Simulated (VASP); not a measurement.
KTaO3, 10 atoms in the cell. The typed cell holds 10 atoms: a = 4.025 Å, b = 4.025 Å, c = 8.049 Å, α = 90.00°, β = 90.00°, γ = 90.00°. 

* Program: VASP 6.6.1
* Task: single point
* Functional: PBE
* Potentials or basis: VASP PAW PBE potentials, release 64 (K_sv, Ta_pv, O)
* Cutoff: 520 eV
* k mesh: 4 × 4 × 2
* Occupations: gaussian, width 0.1 eV
* Spin: no spin polarisation
* Dipole correction: no
* Further INCAR settings: ALGO = Normal; EDIFF = 1e-06; NBANDS = 49

Potentials or basis: VASP PAW PBE potentials, release 64 (K_sv, Ta_pv, O).

Launch:

```console
$ cat potpaw_PBE.64/K_sv/POTCAR potpaw_PBE.64/Ta_pv/POTCAR potpaw_PBE.64/O/POTCAR > POTCAR
$ mpirun -np 1 vasp_std > vasp.out
```

Hardware: 1 thread of Intel(R) Xeon(R) Platinum 8488C (Sapphire Rapids), with other jobs on the host.

Q: Estimate the wall time of this run.

A: Wall time 88 s on 1 thread of Intel(R) Xeon(R) Platinum 8488C (Sapphire Rapids), with other jobs on the host, peak memory 0.25 GiB. Counts: scf iterations 14, k points 12.
